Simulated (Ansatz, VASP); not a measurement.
**Sb in VASP and in Ansatz**

INCAR

```
PREC = Accurate
ENCUT = 520
EDIFF = 1E-6
ISMEAR = -1
SIGMA = 0.05
LREAL = F
LASPH = T
NELM = 60
ALGO = Normal
ISIF = 2
LWAVE = F
LCHARG = T
LELF = T
LVHAR = T
NBANDS = 8
```

KPOINTS

```
regular mesh
0
Gamma
  10 10 10
```

File POSCAR:

```
Sb
1.0
    0.0000000000      2.3228362346      2.3228362346
    2.3228362346      0.0000000000      2.3228362346
    2.3228362346      2.3228362346      0.0000000000
Sb
1
Direct
    0.0000000000      0.0000000000      0.0000000000
```

Contents of input.yaml:

```yaml
crystal:
  lattice:
    - [0.0, 2.3228362346, 2.3228362346]
    - [2.3228362346, 0.0, 2.3228362346]
    - [2.3228362346, 2.3228362346, 0.0]
  atoms:
    - { symbol: Sb, position: [0.0, 0.0, 0.0] }
kpoints:
  mp_grid: { grid: [10, 10, 10] }
scf:
  occupations: { method: fermi_dirac, width: 0.05 }
hamiltonian:
  xc: lda
  pseudopotentials: { kind: all_electron, lapw: { basis_error: 0.001 } }
output:
  forces: true
  stress: true
  eigenvalues: true
```

Change from the starting cell: volume scaled by 0.94.

Alike in both runs: task single point; functional LDA; k mesh 10 × 10 × 10; occupations fermi-dirac, width 0.05 eV; no spin polarisation.

|  | VASP | Ansatz |
| --- | --- | --- |
| version | VASP 6.6.1 | Ansatz 0.2.0 |
| potentials or method | VASP PAW LDA potentials, release 64 (Sb), cutoff 520 eV | all-electron LAPW, scalar-relativistic |

VASP gave:

* gap on the k mesh at the Fermi level (eV): none
* pressure (GPa): 1.8

Question: Which values does Ansatz return?

Answer: gap on the k mesh at the Fermi level (eV): none; pressure (GPa): 1.7.

LDA's correlation is that of Perdew and Zunger in VASP and of Perdew and Wang (1992) in Ansatz. A gap of «none» marks a metal or a gap that the smearing closes. Ansatz ran all-electron here, and VASP with PAW potentials.

Spin-orbit coupling is off throughout.
